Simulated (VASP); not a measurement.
# TiO2 (I4_1/amd) in VASP: notebook

The runs below take TiO2 through single point, with PBE+U.

Everything below comes from runs of VASP 6.6.1. Logs are shortened: lines on timing, memory, paths and dates and some standing lists are left out, and cuts for length are marked.

**1. The cell of the first run**

It takes space group I4_1/amd (No. 141, tetragonal). The conventional cell has a = 3.661 Å, b = 3.661 Å, c = 10.631 Å, α = 90.00°, β = 90.00°, γ = 90.00°. Within 2.5 Å of Ti (site symmetry -4m2) lie 6 O at 1.88 to 2.24 Å. Within 2.6 Å of O (site symmetry 2mm) lie 3 Ti at 1.88 to 2.24 Å and 2 O at 2.58 Å.

**2. Single point, PBE+U**

File INCAR:

```
SYSTEM = TiO2
PREC     = Accurate       ! precision mode
ENCUT    = 520            ! plane-wave cutoff, eV
EDIFF    = 1E-6           ! SCF threshold, eV
ISMEAR   = 0              ! smearing method
SIGMA    = 0.05           ! smearing width, eV
LREAL    = .FALSE.        ! projectors in reciprocal space
LASPH    = .TRUE.         ! aspherical terms in the spheres
NELM     = 150            ! most SCF steps
ALGO     = Normal         ! electronic algorithm
ISIF     = 2              ! what is computed and relaxed
LWAVE    = .FALSE.        ! write WAVECAR
LCHARG   = .TRUE.         ! write CHGCAR
LMAXMIX  = 4              ! l up to which the mixer works
LDAU     = .TRUE.         ! DFT+U
LDAUTYPE = 2            
LDAUL    = 2 -1           ! shell
LDAUU    = 4 0            ! U, eV
LDAUJ    = 0 0          
LDAUPRINT= 1            
GGA      = PE             ! functional
LELF     = .TRUE.         ! ELF
LVHAR    = .TRUE.       
NBANDS   = 33             ! bands
```

File KPOINTS:

```
regular mesh
0
G
  8 8 8
  0 0 0
```

File POSCAR:

```
TiO2
1.0
   -1.8306501367      1.8306501367      5.3154757370
    1.8306501367     -1.8306501367      5.3154757370
    1.8306501367      1.8306501367     -5.3154757370
Ti O
2 4
Direct
    0.0000000000      0.0000000000      0.0000000000
    0.7500000000      0.2500000000      0.5000000000
    0.2103403591      0.2103403591      0.0000000000
    0.9603403591      0.4603403591      0.5000000000
    0.5396596409      0.0396596409      0.5000000000
    0.7896596409      0.7896596409      0.0000000000
```

Potentials or basis: VASP PAW PBE potentials, release 64 (Ti_sv, O).

On the command line:

```console
> cat potpaw_PBE.64/Ti_sv/POTCAR potpaw_PBE.64/O/POTCAR > POTCAR
> mpirun -np 1 vasp_std > vasp.out
```

OUTCAR:

```text
SYSTEM = TiO2
   PREC = Accurate
   ENCUT = 520
   EDIFF = 1E-6
   ISMEAR = 0
   LREAL = .FALSE.
   LASPH = .TRUE.
   NELM = 150
   ISIF = 2
   GGA = PE

 ion  position               nearest neighbor table
   1  0.000  0.000  0.000-   5 1.88   4 1.88   5 1.88   4 1.88   3 2.24   6 2.24
   2  0.750  0.250  0.500-   6 1.88   3 1.88   6 1.88   3 1.88   4 2.24   5 2.24
   3  0.210  0.210  0.000-   2 1.88   2 1.88   1 2.24
   4  0.960  0.460  0.500-   1 1.88   1 1.88   2 2.24
   5  0.540  0.040  0.500-   1 1.88   1 1.88   2 2.24
   6  0.790  0.790  0.000-   2 1.88   2 1.88   1 2.24

  LATTYP: Found a body centered tetragonal cell.
 ALAT       =     3.6613002734
 C/A-ratio  =     2.9036000000

  Lattice vectors:

 A1 = (  -1.8306501367,   1.8306501367,   5.3154757370)
 A2 = (   1.8306501367,  -1.8306501367,   5.3154757370)
 A3 = (   1.8306501367,   1.8306501367,  -5.3154757370)

Analysis of symmetry for initial positions (statically):
=====================================================================
 Subroutine PRICEL returns:
 Original cell was already a primitive cell.

 Routine SETGRP: Setting up the symmetry group for a
 body centered tetragonal supercell.

 Subroutine GETGRP returns: Found 16 space group operations
 (whereof  8 operations were pure point group operations)
 out of a pool of 16 trial point group operations.

The static configuration has the point symmetry D_2d.
 The point group associated with its full space group is D_4h.

Analysis of symmetry for dynamics (positions and initial velocities):
=====================================================================
 Subroutine PRICEL returns:
 Original cell was already a primitive cell.

 Routine SETGRP: Setting up the symmetry group for a
 body centered tetragonal supercell.

 Subroutine GETGRP returns: Found 16 space group operations
 (whereof  8 operations were pure point group operations)
 out of a pool of 16 trial point group operations.

The dynamic configuration has the point symmetry D_2d.
 The point group associated with its full space group is D_4h.

 Subroutine INISYM returns: Found 16 space group operations
 (whereof  8 operations are pure point group operations),
 and found     1 'primitive' translations

----------------------------------------------------------------------------------------

                                     Primitive cell

  volume of cell :      71.2546

  direct lattice vectors                    reciprocal lattice vectors
    -1.830650137  1.830650137  5.315475737     0.000000000  0.273127011  0.094064958
     1.830650137 -1.830650137  5.315475737     0.273127011  0.000000000  0.094064958
     1.830650137  1.830650137 -5.315475737     0.273127011  0.273127011  0.000000000

  length of vectors
     5.912431154  5.912431154  5.912431154     0.288871218  0.288871218  0.386259923

  position of ions in fractional coordinates (direct lattice)
     0.000000000  0.000000000  0.000000000
     0.750000000  0.250000000  0.500000000
     0.210340359  0.210340359  0.000000000
     0.960340359  0.460340359  0.500000000
     0.539659641  0.039659641  0.500000000
     0.789659641  0.789659641  0.000000000

  ion indices of the primitive-cell ions
   primitive index   ion index
                 1           1
                 2           2
                 3           3
                 4           4
                 5           5
                 6           6

[... 103 lines left out ...]
   IVDW    =     0    specifies the selected vdW correction
   LEPSILON=     F    determine dielectric tensor
   LRPA    =     F    only Hartree local field effects (RPA)
 non-spin polarized calculation
 Gauss-broadening in eV      SIGMA  =   0.05
  energy-cutoff  :      520.00
  volume of cell :       71.25
 maximum number of plane-waves:      1940
 NGX is ok and might be reduce to    48
   NGX = 21   NGY = 21   NGZ = 21

atom =   1  type =  1  l = 2

 onsite density matrix

spin component  1

  0.1306  0.0000  0.0000 -0.0000 -0.0000
  0.0000  0.1106 -0.0000  0.0000  0.0000
  0.0000 -0.0000  0.1836 -0.0000 -0.0000
 -0.0000  0.0000 -0.0000  0.1106  0.0000
 -0.0000  0.0000 -0.0000  0.0000  0.2882

spin component  2

  0.1306  0.0000  0.0000 -0.0000 -0.0000
  0.0000  0.1106 -0.0000  0.0000  0.0000
  0.0000 -0.0000  0.1836 -0.0000 -0.0000
 -0.0000  0.0000 -0.0000  0.1106  0.0000
 -0.0000  0.0000 -0.0000  0.0000  0.2882

 occupancies and eigenvectors

  o =  0.1106  v =  0.0000  0.0000  0.0000 -1.0000  0.0000  0.0000  0.0000  0.0000  0.0000  0.0000      0.0000  0.0000  0.0000  0.0000  0.0000  0.0000  0.0000  0.0000  0.0000  0.0000
  o =  0.1106  v =  0.0000  0.0000  0.0000  0.0000  0.0000  0.0000  0.0000  0.0000 -1.0000  0.0000      0.0000  0.0000  0.0000  0.0000  0.0000  0.0000  0.0000  0.0000  0.0000  0.0000
  o =  0.1106  v =  0.0000  0.0000  0.0000  0.0000  0.0000  0.0000 -1.0000 -0.0000 -0.0000 -0.0000      0.0000  0.0000  0.0000  0.0000  0.0000  0.0000  0.0000  0.0000  0.0000  0.0000
  o =  0.1106  v =  0.0000 -1.0000 -0.0000 -0.0000 -0.0000  0.0000  0.0000  0.0000  0.0000  0.0000      0.0000  0.0000  0.0000  0.0000  0.0000  0.0000  0.0000  0.0000  0.0000  0.0000
  o =  0.1306  v =  0.0000  0.0000  0.0000  0.0000  0.0000  1.0000  0.0000  0.0000  0.0000  0.0000      0.0000  0.0000  0.0000  0.0000  0.0000  0.0000  0.0000  0.0000  0.0000  0.0000
  o =  0.1306  v =  1.0000  0.0000  0.0000  0.0000  0.0000  0.0000  0.0000  0.0000  0.0000  0.0000      0.0000  0.0000  0.0000  0.0000  0.0000  0.0000  0.0000  0.0000  0.0000  0.0000
  o =  0.1836  v =  0.0000 -0.0000  1.0000 -0.0000  0.0000  0.0000  0.0000  0.0000  0.0000  0.0000      0.0000  0.0000  0.0000  0.0000  0.0000  0.0000  0.0000  0.0000  0.0000  0.0000
  o =  0.1836  v =  0.0000  0.0000  0.0000  0.0000  0.0000  0.0000 -0.0000  1.0000 -0.0000  0.0000      0.0000  0.0000  0.0000  0.0000  0.0000  0.0000  0.0000  0.0000  0.0000  0.0000
  o =  0.2882  v =  0.0000 -0.0000 -0.0000  0.0000  1.0000  0.0000  0.0000  0.0000  0.0000  0.0000      0.0000  0.0000  0.0000  0.0000  0.0000  0.0000  0.0000  0.0000  0.0000  0.0000
  o =  0.2882  v =  0.0000  0.0000  0.0000  0.0000  0.0000  0.0000 -0.0000 -0.0000  0.0000  1.0000      0.0000  0.0000  0.0000  0.0000  0.0000  0.0000  0.0000  0.0000  0.0000  0.0000

atom =   2  type =  1  l = 2

 onsite density matrix

spin component  1

  0.1306  0.0000  0.0000 -0.0000  0.0000
  0.0000  0.1106  0.0000  0.0000  0.0000
  0.0000  0.0000  0.1836  0.0000  0.0000
 -0.0000  0.0000  0.0000  0.1106 -0.0000
  0.0000  0.0000  0.0000 -0.0000  0.2882

spin component  2

  0.1306  0.0000  0.0000 -0.0000  0.0000
  0.0000  0.1106  0.0000  0.0000  0.0000
  0.0000  0.0000  0.1836  0.0000  0.0000
 -0.0000  0.0000  0.0000  0.1106 -0.0000
  0.0000  0.0000  0.0000 -0.0000  0.2882

 occupancies and eigenvectors

  o =  0.1106  v =  0.0000  0.4174 -0.0000  0.9087 -0.0000  0.0000  0.0000  0.0000  0.0000  0.0000      0.0000  0.0000  0.0000  0.0000  0.0000  0.0000  0.0000  0.0000  0.0000  0.0000
  o =  0.1106  v =  0.0000  0.0000  0.0000  0.0000  0.0000  0.0000  0.4174 -0.0000  0.9087 -0.0000      0.0000  0.0000  0.0000  0.0000  0.0000  0.0000  0.0000  0.0000  0.0000  0.0000
  o =  0.1106  v =  0.0000  0.9087  0.0000 -0.4174 -0.0000  0.0000  0.0000  0.0000  0.0000  0.0000      0.0000  0.0000  0.0000  0.0000  0.0000  0.0000  0.0000  0.0000  0.0000  0.0000
  o =  0.1106  v =  0.0000  0.0000  0.0000  0.0000  0.0000  0.0000  0.9087  0.0000 -0.4174 -0.0000      0.0000  0.0000  0.0000  0.0000  0.0000  0.0000  0.0000  0.0000  0.0000  0.0000
  o =  0.1306  v =  0.0000  0.0000  0.0000  0.0000  0.0000  1.0000  0.0000  0.0000  0.0000  0.0000      0.0000  0.0000  0.0000  0.0000  0.0000  0.0000  0.0000  0.0000  0.0000  0.0000
  o =  0.1306  v =  1.0000  0.0000  0.0000  0.0000  0.0000  0.0000  0.0000  0.0000  0.0000  0.0000      0.0000  0.0000  0.0000  0.0000  0.0000  0.0000  0.0000  0.0000  0.0000  0.0000
  o =  0.1836  v =  0.0000 -0.0000  1.0000  0.0000 -0.0000  0.0000  0.0000  0.0000  0.0000  0.0000      0.0000  0.0000  0.0000  0.0000  0.0000  0.0000  0.0000  0.0000  0.0000  0.0000
  o =  0.1836  v =  0.0000  0.0000  0.0000  0.0000  0.0000  0.0000 -0.0000  1.0000  0.0000 -0.0000      0.0000  0.0000  0.0000  0.0000  0.0000  0.0000  0.0000  0.0000  0.0000  0.0000
  o =  0.2882  v =  0.0000  0.0000  0.0000  0.0000  0.0000  0.0000  0.0000  0.0000  0.0000  1.0000      0.0000  0.0000  0.0000  0.0000  0.0000  0.0000  0.0000  0.0000  0.0000  0.0000
  o =  0.2882  v =  0.0000  0.0000  0.0000  0.0000  1.0000  0.0000  0.0000  0.0000  0.0000  0.0000      0.0000  0.0000  0.0000  0.0000  0.0000  0.0000  0.0000  0.0000  0.0000  0.0000

 number of electron      47.9999996 magnetization

 Free energy of the ion-electron system (eV)
  ---------------------------------------------------
  ext. energy  EPLUGINS =         0.00000000
  ---------------------------------------------------
  free energy    TOTEN  =       -47.69669082 eV

  energy without entropy =      -47.69669082  energy(sigma->0) =      -47.69669082

 E-fermi :   3.7624     XC(G=0): -10.5263

 val. band max:        3.4797469989   @ k =  -0.3750   0.3750   0.0000
 cond. band min:       6.1250999462   @ k =   0.0000   0.0000   0.0000
 fundamental gap:      2.6453529473
 Fermi energy:         3.7623511241

 k-point     1 :       0.0000    0.0000    0.0000
  band No.  band energies     occupation
      1     -54.1511      2.00000
      2     -54.1252      2.00000
      3     -30.5072      2.00000
      4     -30.2993      2.00000
      5     -30.2993      2.00000
      6     -30.2949      2.00000
[... 853 lines left out ...]
     32       8.8774      0.00000
     33      10.5771      0.00000

 [... further k-points ...]
[... 5 lines left out ...]
  --------------------------------------------------------------------------------------
  -------------------------------------------------------------------------------------
  Total        8.5906597      8.5906597     -5.1850660      0.0000000      0.0000000      0.0000000
  in kB      193.1631423    193.1631423   -116.5875114      0.0000000      0.0000000      0.0000000
  external PRESSURE =      89.9129244 kB  Pullay stress =       0.0000000 kB

 VOLUME and BASIS-vectors are now :
 -----------------------------------------------------------------------------
  energy-cutoff  :      520.00
  volume of cell :       71.25
      direct lattice vectors                 reciprocal lattice vectors
    -1.830650137  1.830650137  5.315475737     0.000000000  0.273127011  0.094064958
     1.830650137 -1.830650137  5.315475737     0.273127011  0.000000000  0.094064958
     1.830650137  1.830650137 -5.315475737     0.273127011  0.273127011  0.000000000

 POSITION                                       TOTAL-FORCE (eV/Angst)
 -----------------------------------------------------------------------------------
      0.00000      0.00000      0.00000         0.000000      0.000000      0.000000
      0.00000      1.83065      2.65774         0.000000      0.000000      0.000000
      0.00000      0.00000      2.23612        -0.000000     -0.000000     -1.493507
      0.00000      1.83065      4.89386         0.000000      0.000000     -1.493507
      0.00000      1.83065      0.42162        -0.000000     -0.000000      1.493507
      0.00000      0.00000      8.39483        -0.000000     -0.000000      1.493507
 -----------------------------------------------------------------------------------
    total drift:                                0.000000     -0.000000      0.000000

  FREE ENERGIE OF THE ION-ELECTRON SYSTEM (eV)
  ---------------------------------------------------
  free  energy   TOTEN  =       -47.6966908164 eV

  energy  without entropy=      -47.6966908164  energy(sigma->0) =      -47.69669082
```

It took 4.6 min on 1 thread of Intel Xeon Platinum 8259CL at 2.50GHz (Skylake/Cascade Lake), shared host; peak memory 0.37 GiB.

Results:

```yaml
Free_energy: -47.6967 eV
Pressure: 9.0 GPa
Largest_force: 1.494 eV/Å
Band_gap_on_the_k_mesh: 2.65 eV (least direct gap 3.05 eV)
```

Forces on the atoms (eV/Å):
```
Ti   0.000  0.000  0.000
Ti   0.000  0.000  0.000
O    0.000  0.000 -1.494
O    0.000  0.000 -1.494
O    0.000  0.000  1.494
O    0.000  0.000  1.494
```

Levels at points of the mesh, in eV from the valence-band top:
| k point | band 21 | band 22 | band 23 | band 24 | band 25 | band 26 | band 27 | band 28 |
| --- | --- | --- | --- | --- | --- | --- | --- | --- |
| (0.00, 0.00, 0.00) | -1.33 | -1.22 | -0.63 | -0.63 | 2.65 | 3.05 | 4.26 | 4.31 |
| (0.50, 0.00, 0.00) | -1.80 | -1.48 | -1.07 | -0.99 | 3.63 | 3.80 | 3.82 | 3.93 |
| (0.50, 0.50, 0.00) | -2.38 | -2.38 | -0.01 | -0.01 | 3.39 | 3.39 | 3.95 | 3.95 |
| (0.50, 0.50, 0.50) | -1.54 | -1.54 | -0.44 | -0.44 | 2.84 | 2.84 | 4.24 | 4.24 |

Eigenvalues of the final occupation matrices:
```csv
site,spin,trace,eigenvalues
site 1 d,1,0.82,0.11 0.11 0.13 0.18 0.29
site 1 d,2,0.82,0.11 0.11 0.13 0.18 0.29
site 2 d,1,0.82,0.11 0.11 0.13 0.18 0.29
site 2 d,2,0.82,0.11 0.11 0.13 0.18 0.29
```

Caveat: the cell stands under pressure; forces of over 1 eV/Å act on the atoms, so gaps and moduli don't describe the material at rest. A k mesh can miss the band edges.

[end of part 1 of 2]
